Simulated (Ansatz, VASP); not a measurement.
## B: VASP beside Ansatz

```
B
1.0
     0.00000    1.42795    1.42795
     1.42795    0.00000    1.42795
     1.42795    1.42795    0.00000
B
1
Direct
  0.00000 0.00000 0.00000
```

Alike in both runs: functional PBEsol; k mesh 18 × 18 × 18; occupations fermi-dirac, width 0.1 eV; no spin polarisation.

Ansatz relaxed the structure, and its values are those at the end. VASP's run is a single point on that final structure, the one shown.

```csv
,VASP,Ansatz
version,VASP 6.6.1,Ansatz 0.2.0
potentials or method,"VASP PAW PBE potentials, release 64 (B), cutoff 520 eV","plane waves (420 eV) with PAW, scalar-relativistic"
valence electrons in the cell,3,3
```

|  | VASP | Ansatz | Ansatz less VASP |
| --- | --- | --- | --- |
| pressure (GPa) | 0.4 | 0.0 | -0.40 |

VASP's potentials were made for PBE, not for PBEsol, and Ansatz warns of the same on its side.
